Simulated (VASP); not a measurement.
# Ca (P6_3/mmc) in VASP: relaxation of cell and atoms with PBEsol

Aim: the relaxation of cell and atoms of Ca with PBEsol.

Everything below comes from runs of VASP 6.6.1. Logs are shortened: lines on timing, memory, paths and dates and some standing lists are left out, and cuts for length are marked.

## (1) The cell of the first run

The structure is hexagonal, space group P6_3/mmc (No. 194). The conventional cell has a = 4.083 Å, b = 4.083 Å, c = 6.689 Å, α = 90.00°, β = 90.00°, γ = 120.00°. Within 5.4 Å of Ca (site symmetry -6m2) lie 12 Ca at 4.08 to 4.09 Å.

This isn't the form of Ca at room conditions, which is fcc.

## (2) Relaxation of cell and atoms, PBEsol

The input, INCAR:

```
PREC     = Accurate       # precision mode
ENCUT    = 500            # plane-wave cutoff, eV
EDIFF    = 1E-7           # SCF threshold, eV
ISMEAR   = -1             # smearing method
SIGMA    = 0.05           # smearing width, eV
LREAL    = False          # projectors in reciprocal space
LASPH    = True           # aspherical terms in the spheres
NELM     = 120            # most SCF steps
ALGO     = Normal         # electronic algorithm
ISIF     = 3              # what is computed and relaxed
LWAVE    = False          # write WAVECAR
LCHARG   = False          # write CHGCAR
GGA      = PS             # functional
IBRION   = 2              # ionic algorithm
NSW      = 100            # ionic steps
EDIFFG   = -0.005         # ionic threshold
ISYM     = -1           
GGA_COMPAT= False        
NELMIN   = 4            
KPAR     = 1
```

The input, KPOINTS:

```
explicit points
250
Reciprocal
  0.05000000   0.05000000   0.10000000 2
  0.05000000   0.05000000   0.30000000 2
  0.05000000   0.05000000   0.50000000 2
  0.05000000   0.05000000   0.70000000 2
  0.05000000   0.05000000   0.90000000 2
  0.05000000   0.15000000   0.10000000 2
[... 242 lines left out ...]
  0.45000000   0.95000000   0.70000000 2
  0.45000000   0.95000000   0.90000000 2
```

The input, POSCAR:

```
Ca
1.0
    4.0834225607      0.0000000000      0.0000000000
   -2.0417112803      3.5363476720      0.0000000000
    0.0000000000      0.0000000000      6.6894259034
Ca
2
Direct
    0.3333333333      0.6666666667      0.2500000000
    0.6666666667      0.3333333333      0.7500000000
```

Potentials or basis: VASP PAW PBE potentials, release 64 (Ca_sv).

Started as:

```sh
cat potpaw_PBE.64/Ca_sv/POTCAR > POTCAR
mpirun -np 4 vasp_std > vasp.out
```

OUTCAR:

```text
PREC = Accurate
   ENCUT = 500
   EDIFF = 1E-7
   ISMEAR = -1
   LREAL = False
   LASPH = True
   NELM = 120
   ISIF = 3
   GGA = PS
   IBRION = 2
   NSW = 100
   EDIFFG = -0.005
   ISYM = -1
   NELMIN = 4

 ion  position               nearest neighbor table
   1  0.333  0.667  0.250-
   2  0.667  0.333  0.750-

IMPORTANT INFORMATION: All symmetrisations will be switched off!
NOSYMM: (Re-)initialisation of all symmetry stuff for point group C_1.

----------------------------------------------------------------------------------------

                                     Primitive cell

  volume of cell :      96.5980

  direct lattice vectors                    reciprocal lattice vectors
     4.083422561  0.000000000  0.000000000     0.244892608  0.141388813  0.000000000
    -2.041711280  3.536347672  0.000000000     0.000000000  0.282777626  0.000000000
     0.000000000  0.000000000  6.689425903     0.000000000  0.000000000  0.149489659

  length of vectors
     4.083422561  4.083422561  6.689425903     0.282777626  0.282777626  0.149489659

  position of ions in fractional coordinates (direct lattice)
     0.333333333  0.666666667  0.250000000
     0.666666667  0.333333333  0.750000000

  ion indices of the primitive-cell ions
   primitive index   ion index
                 1           1
                 2           2

----------------------------------------------------------------------------------------

 KPOINTS: explicit points

Read explicit list of k-points.

 Found    250 k-points:

 Following reciprocal coordinates:
            Coordinates               Weight
  0.050000  0.050000  0.100000      0.004000
  0.050000  0.050000  0.300000      0.004000
  0.050000  0.050000  0.500000      0.004000
  0.050000  0.050000  0.700000      0.004000
  0.050000  0.050000  0.900000      0.004000
  0.050000  0.150000  0.100000      0.004000
[... 16 lines left out ...]
  0.050000  0.450000  0.500000      0.004000
  0.050000  0.450000  0.700000      0.004000
 [... further k-points ...]
   k-points           NKPTS =    250   k-points in BZ     NKDIM =    250   number of bands    NBANDS=     16
   number of dos      NEDOS =    301   number of ions     NIONS =      2
   total plane-waves  NPLWV =  45000
   dimension x,y,z NGX =    30 NGY =   30 NGZ =   50
   dimension x,y,z NGXF=    60 NGYF=   60 NGZF=  100
   ions per type =               2
[... 19 lines left out ...]
   ISYM   =     -1    0-nonsym 1-usesym 2-fastsym
   POTIM  = 0.5000    time-step for ionic-motion
   TEBEG  =    0.0;   TEEND  =   0.0 temperature during run
   PSTRESS=    0.0 pullay stress
   NELECT =      20.0000    total number of electrons
   NUPDOWN=      -1.0000    fix difference up-down
   EMIN   =  10.00;   EMAX   =-10.00  energy-range for DOS
   EFERMI =   0.00;   METHOD = LEGACY
   ISMEAR =    -1;   SIGMA  =   0.05  broadening in eV -4-tet -1-fermi 0-gaus
   EFERMI_NEDOS =   21; number of points for ismear=-14 and -15
   IALGO  =     38    algorithm
   IMIX   =      4    mixing-type and parameters
     AMIX     =   0.40;   BMIX     =  1.00
     AMIX_MAG =   1.60;   BMIX_MAG =  1.00
  volume/ion in A,a.u.               =      48.30       325.94
  Fermi-wavevector in a.u.,A,eV,Ry     =   0.968491  1.830182 12.761914  0.937974
  Thomas-Fermi vector in A             =   2.098464
   LORBIT       =      0    0 simple, 1 ext, 2 COOP (PROOUT), +10 PAW based schemes
   GGA     = PS    functional components
   LHFCALC =     F    Hartree Fock is set to
   AEXX    =    0.0000 exact exchange contribution
   IVDW    =     0    specifies the selected vdW correction
   LEPSILON=     F    determine dielectric tensor
   LRPA    =     F    only Hartree local field effects (RPA)
 conjugate gradient relaxation of ions
 non-spin polarized calculation
  energy-cutoff  :      500.00
  volume of cell :       96.60
 maximum number of plane-waves:      2472
 NGX is ok and might be reduce to    30
   NGX = 15   NGY = 15   NGZ = 25

--------------------------------------- Ionic step        1  -------------------------------------------

 number of electron      19.9999997 magnetization

 Free energy of the ion-electron system (eV)
  ---------------------------------------------------
  ext. energy  EPLUGINS =         0.00000000
  ---------------------------------------------------
  free energy    TOTEN  =        -4.14836674 eV

  energy without entropy =       -4.12544285  energy(sigma->0) =       -4.13690479

------------------------ aborting loop because EDIFF is reached ----------------------------------------

  FORCE on cell =-STRESS in cart. coord.  units (eV):
  Direction    XX          YY          ZZ          XY          YZ          ZX
  --------------------------------------------------------------------------------------
  -------------------------------------------------------------------------------------
  Total       -1.3583751     -1.3809075     -1.4146314     -0.0195111     -0.0000004      0.0000010
  in kB      -22.5300509    -22.9037743    -23.4631200     -0.3236118     -0.0000072      0.0000165
  external PRESSURE =     -22.9656484 kB  Pullay stress =       0.0000000 kB
[... 239 lines left out ...]
--------------------------------------- Ionic step        8  -------------------------------------------

 number of electron      19.9999998 magnetization

 Free energy of the ion-electron system (eV)
  ---------------------------------------------------
  ext. energy  EPLUGINS =         0.00000000
  ---------------------------------------------------
  free energy    TOTEN  =        -4.27006799 eV

  energy without entropy =       -4.24978546  energy(sigma->0) =       -4.25992672

 E-fermi :   2.0941     XC(G=0):  -7.9185

 val. band max:        2.0874776666   @ k =   0.0500   0.0500   0.9000
 cond. band min:       2.1116915893   @ k =   0.0500   0.8500   0.9000
 fundamental gap:      0.0242139227
 Fermi energy:         2.0940941128

 k-point     1 :       0.0500    0.0500    0.1000
  band No.  band energies     occupation
      1     -39.7197      2.00000
      2     -39.7050      2.00000
      3     -20.8550      2.00000
      4     -20.7413      2.00000
      5     -20.7351      2.00000
      6     -20.7224      2.00000
[... 433 lines left out ...]
      3     -20.8656      2.00000
      4     -20.8498      2.00000
      5     -20.7706      2.00000
      6     -20.7610      2.00000
[... 8 lines left out ...]
     15       4.5460      0.00000
     16       5.5680      0.00000

 [... further k-points ...]

------------------------ aborting loop because EDIFF is reached ----------------------------------------

  FORCE on cell =-STRESS in cart. coord.  units (eV):
  Direction    XX          YY          ZZ          XY          YZ          ZX
  --------------------------------------------------------------------------------------
  -------------------------------------------------------------------------------------
  Total        0.0026513      0.0008454     -0.0005030     -0.0015639     -0.0000007      0.0000011
  in kB        0.0520785      0.0166066     -0.0098809     -0.0307204     -0.0000146      0.0000224
  external PRESSURE =       0.0196014 kB  Pullay stress =       0.0000000 kB
[... 17 lines left out ...]
  FREE ENERGIE OF THE ION-ELECTRON SYSTEM (eV)
  ---------------------------------------------------
  free  energy   TOTEN  =        -4.2700679889 eV

  energy  without entropy=       -4.2497854602  energy(sigma->0) =       -4.25992672

 reached required accuracy - stopping structural energy minimisation
```

CONTCAR:

```text
Ca
   1.00000000000000
     3.8599172936164172   -0.0062128547310477    0.0000000144926510
    -1.9353391348738918    3.3396801507862715    0.0000000068152898
     0.0000000305692909    0.0000000291922667    6.3332533950261558
  Ca
     2
Direct
     0.3333991304687513    0.6666008723639303    0.2500000003506263
     0.6666008695312489    0.3333991276360697    0.7499999996493736

  0.00000000E+00  0.00000000E+00  0.00000000E+00
  0.00000000E+00  0.00000000E+00  0.00000000E+00
```

It took 5.1 min on 4 MPI ranks of AMD EPYC 9R45 (Zen 5), shared host; peak memory 0.26 GiB.

Results:

* Free energy: -4.2701 eV
* Relaxed volume: 40.78 Å³/atom
* Relaxed cell: a = 3.860 Å, b = 3.860 Å, c = 6.333 Å, α = 90.00°, β = 90.00°, γ = 120.18°
* Space group after relaxing (to 0.1 Å): P6_3/mmc (No. 194)
* Energy gained by relaxing: 60.9 meV/atom
* Ionic steps: 8
* Pressure after relaxing: 0.0 GPa
* Band gap on the k mesh: zero (bands 10 and 11 overlap by 0.18 eV)

Forces on the atoms (eV/Å):
```
Ca   0.003 -0.001  0.000
Ca  -0.003  0.001  0.000
```

Step by step:
| step | energy change (eV) | largest force (eV/Å) | pressure (GPa) | volume (Å³) |
| --- | --- | --- | --- | --- |
| 1 | 0.0000 | 0.0002 | -2.30 | 96.60 |
| 2 | -0.1016 | 0.0008 | -1.08 | 87.24 |
| 3 | -0.1213 | 0.0014 | -0.15 | 82.28 |
| 4 | -0.1216 | 0.0015 | 0.01 | 81.55 |
| 5 | -0.1216 | 0.0015 | -0.06 | 81.84 |
| 6 | -0.1216 | 0.0020 | -0.06 | 81.83 |
| 7 | -0.1217 | 0.0029 | -0.05 | 81.81 |
| 8 | -0.1217 | 0.0030 | 0.00 | 81.57 |

Final structure:
```
Ca
1.0
     3.85992   -0.00621    0.00000
    -1.93534    3.33968    0.00000
     0.00000    0.00000    6.33325
Ca
2
Direct
  0.33340 0.66660 0.25000
  0.66660 0.33340 0.75000
```

Caveat: the volume moved by over 15 % at a fixed basis, so the end points are rough; the PAW data sets were made with another functional, which shifts forces and pressure a little.

The gap in the log of VASP goes by the Fermi energy; the results here count the filled bands.